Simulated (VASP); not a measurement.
## NaH: single point with PBE0

Crystal: NaH.

```
CELL_PARAMETERS angstrom
2.95512 0.00000 0.00000
0.00000 2.95512 0.00000
0.00000 0.00000 2.95512
ATOMIC_POSITIONS crystal
Na 0.00000 0.00000 0.00000
H 0.50000 0.50000 0.50000
```

```
Program             : VASP 6.6.1
Task                : single point
Functional          : PBE0
Potentials or basis : VASP PAW PBE potentials, release 64 (Na_sv, H)
Cutoff              : 840 eV
k mesh              : 2 × 2 × 2
Occupations         : gaussian, width 0.01 eV
Spin                : no spin polarisation
```

| Property | Result |
| --- | --- |
| Pressure | 2.4 GPa |
| Band gap on the k mesh | 2.75 eV (least direct gap 6.45 eV) |

Levels at points of the mesh, in eV from the valence-band top:
| k point | band 2 | band 3 | band 4 | band 5 | band 6 | band 7 | band 8 | band 9 |
| --- | --- | --- | --- | --- | --- | --- | --- | --- |
| (0.00, 0.00, 0.00) | -27.51 | -27.51 | -27.51 | -6.32 | 11.04 | 12.87 | 12.87 | 14.51 |
| (0.50, 0.00, 0.00) | -27.67 | -27.49 | -27.49 | -3.70 | 2.75 | 13.21 | 16.14 | 16.62 |
| (0.50, 0.50, 0.00) | -27.64 | -27.64 | -27.48 | -1.89 | 6.06 | 6.06 | 8.71 | 17.06 |
| (0.50, 0.50, 0.50) | -27.62 | -27.62 | -27.62 | 0.00 | 8.78 | 8.78 | 8.78 | 11.03 |

Wall time 9.5 s on 1 thread of AMD EPYC 7R13 Processor (Zen 3), with other jobs on the host, peak memory 0.12 GiB.

Caveat: the k points lie up to 1.06 Å⁻¹ apart; the PAW data sets were made with another functional, which shifts forces and pressure a little. A k mesh can miss the band edges.
